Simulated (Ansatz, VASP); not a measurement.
# Mo in VASP and in Ansatz

```xyz
1
Lattice="0.0000 1.9467 1.9467 1.9467 0.0000 1.9467 1.9467 1.9467 0.0000" Properties=species:S:1:pos:R:3 pbc="T T T"
Mo    0.0000    0.0000    0.0000
```

Alike in both runs: task single point; functional PBE; k mesh 15 × 15 × 15; occupations fermi-dirac, width 0.1 eV; no spin polarisation.

|  | VASP | Ansatz |
| --- | --- | --- |
| version | VASP 6.6.1 | Ansatz 0.2.0 |
| potentials or method | VASP PAW PBE potentials, release 64 (Mo_sv), cutoff 520 eV | plane waves (420 eV) with PAW, scalar-relativistic |
| valence electrons in the cell | 14 | 14 |

VASP gave:

```
pressure (GPa) : 24.5
```

Task: Which values does Ansatz return?

Result: Pressure (GPa): 23.9.

With one functional, cell and mesh, what is left measures potentials, basis and numerics.
